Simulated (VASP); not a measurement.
# ZnS: relaxation of cell and atoms with PBE+D3(BJ)

Crystal: ZnS.

```
Zn S
1.0
     3.81100    0.00000    0.00000
    -1.90550    3.30042    0.00000
     0.00000    0.00000    6.23400
Zn S
2 2
Cartesian
  0.0000 2.2003 0.0000
  1.9055 1.1001 3.1170
  0.0000 2.2003 2.4001
  1.9055 1.1001 5.5171
```

```json
{"Program": "VASP 6.6.1", "Task": "relaxation of cell and atoms", "Functional": "PBE", "Dispersion": "D3(BJ)", "Potentials or basis": "VASP PAW PBE potentials, release 64 (Zn, S)", "Cutoff": "600 eV", "k mesh": "12 × 12 × 6", "Occupations": "gaussian, width 0.02 eV", "Spin": "no spin polarisation", "Dipole correction": "no", "Further INCAR settings": "ALGO = Normal; EDIFF = 1e-06; IBRION = 2; EDIFFG = -0.005; NSW = 100; ISIF = 3"}
```

```json
{
 "Relaxed volume": "19.49 Å³/atom",
 "Relaxed cell": "a = 3.798 Å, b = 3.798 Å, c = 6.240 Å, α = 90.00°, β = 90.00°, γ = 120.00°",
 "Space group after relaxing (to 0.1 Å)": "P6_3mc (No. 186)",
 "Energy gained by relaxing": "5.7 meV/atom",
 "Ionic steps": "10",
 "Pressure after relaxing": "0.0 GPa",
 "Band gap on the k mesh": "2.23 eV",
 "Dispersion energy per atom": "-0.312 eV"
}
```

Step by step:
```tsv
step	energy change (eV)	largest force (eV/Å)	pressure (GPa)	volume (Å³)
1	0.0000	0.3256	-0.28	78.41
2	-0.0168	0.1050	-0.04	78.01
3	-0.0170	0.0707	0.01	77.96
4	-0.0201	0.0444	-0.07	77.92
5	-0.0223	0.0404	0.23	77.79
6	-0.0228	0.0128	0.10	77.83
7	-0.0228	0.0102	-0.03	78.04
8	-0.0229	0.0017	0.08	77.93
9	-0.0229	0.0039	-0.08	77.98
10	-0.0229	0.0008	0.01	77.95
```

Final structure:
```yaml
crystal:
  lattice:
    - [3.79803, 0.00000, 0.00000]
    - [-1.89901, 3.28919, 0.00000]
    - [0.00000, 0.00000, 6.23985]
  atoms:
    - { symbol: Zn, position: [0.33333, 0.66667, 0.00557] }
    - { symbol: Zn, position: [0.66667, 0.33333, 0.50557] }
    - { symbol: S, position: [0.33333, 0.66667, 0.37943] }
    - { symbol: S, position: [0.66667, 0.33333, 0.87943] }
```

Levels at points of the mesh, in eV from the valence-band top:
| k point | band 16 | band 17 | band 18 | band 19 | band 20 | band 21 |
| --- | --- | --- | --- | --- | --- | --- |
| (0.00, 0.00, 0.00) | -0.09 | 0.00 | 0.00 | 2.23 | 3.13 | 6.31 |
| (0.50, 0.00, 0.00) | -2.26 | -1.72 | -0.90 | 3.66 | 4.27 | 5.10 |
| (0.00, 0.00, 0.50) | -0.47 | -0.47 | -0.47 | 3.59 | 3.59 | 6.77 |
| (0.50, 0.00, 0.50) | -1.66 | -1.63 | -1.63 | 3.54 | 3.54 | 5.22 |

It took 5.6 min on 1 thread of Intel(R) Xeon(R) 6975P-C (Granite Rapids), with other jobs on the host, peak memory 0.3 GiB.

A k mesh can miss the band edges. PBE gaps usually lie below the measured ones, often by a third to a half.
